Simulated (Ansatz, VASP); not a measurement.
**One calculation of Ir, two programs**

Contents of INCAR:

```
SYSTEM = Ir
ALGO = Normal ; EDIFF = 1E-6
ENCUT = 560 ; GGA = PS
GGA_COMPAT = .False. ; ISIF = 2
ISMEAR = -1 ; LASPH = .True.
LCHARG = .True. ; LELF = .True.
LREAL = .False. ; LVHAR = .True.
LWAVE = .False. ; NBANDS = 24
NELM = 120 ; PREC = Accurate
SIGMA = 0.05
```

File KPOINTS:

```
k-points
0
Gamma
  13 13 7
  0 0 0
```

Contents of POSCAR:

```
Ir
1.0
    2.7448628762      0.0000000000      0.0000000000
   -1.3724314381      2.3771209807      0.0000000000
    0.0000000000      0.0000000000      4.4466778595
Ir
2
Direct
    0.2333333333      0.6166666667      0.1750000000
    0.7666666667      0.3833333333      0.8250000000
```

Input for Ansatz:

```yaml
crystal:
  lattice:
    - [2.7448628762, 0.0, 0.0]
    - [-1.3724314381, 2.3771209807, 0.0]
    - [0.0, 0.0, 4.4466778595]
  atoms:
    - { symbol: Ir, position: [0.2333333333, 0.6166666667, 0.175] }
    - { symbol: Ir, position: [0.7666666667, 0.3833333333, 0.825] }
kpoints:
  mp_grid: { grid: [13, 13, 7] }
scf:
  occupations: { method: fermi_dirac, width: 0.05 }
hamiltonian:
  xc: pbesol
  pseudopotentials: { kind: paw }
output:
  forces: true
  stress: true
  eigenvalues: true
  populations: true
```

Change from the starting cell: shortest bond scaled by 0.7, PAW files.

Alike in both runs: task single point; functional PBEsol; k mesh 13 × 13 × 7; occupations fermi-dirac, width 0.05 eV; no spin polarisation.

|  | VASP | Ansatz |
| --- | --- | --- |
| version | VASP 6.6.1 | Ansatz 0.2.0 |
| potentials or method | VASP PAW PBE potentials, release 64 (Ir_sv_GW) | PAW with Ansatz's default frozen-core files, scalar-relativistic |
| plane-wave cutoff (eV) | 560 | 420 |
| valence electrons in the cell | 34 | 34 |

Ansatz gave:

```
pressure (GPa)                                                : 124.1
traceless stress, the component that is largest in VASP (GPa) : 91.27
rms of the force components (eV/Å)                            : 16.310
```

Which values does VASP return?

Pressure (GPa): 123.9; traceless stress, the component that is largest in VASP (GPa): 93.17; rms of the force components (eV/Å): 16.568.

VASP's potentials were made for PBE, not for PBEsol. Atom by atom the forces differ by 0.261 eV/Å (rms over components). Both programs put the cell under a high pressure, so it lies far from rest at this level. The functional is the same, so the differences come from potentials, cutoffs and numerics.

Spin-orbit coupling is off throughout. Noted on VASP's run: the cell as given lies far from equilibrium.
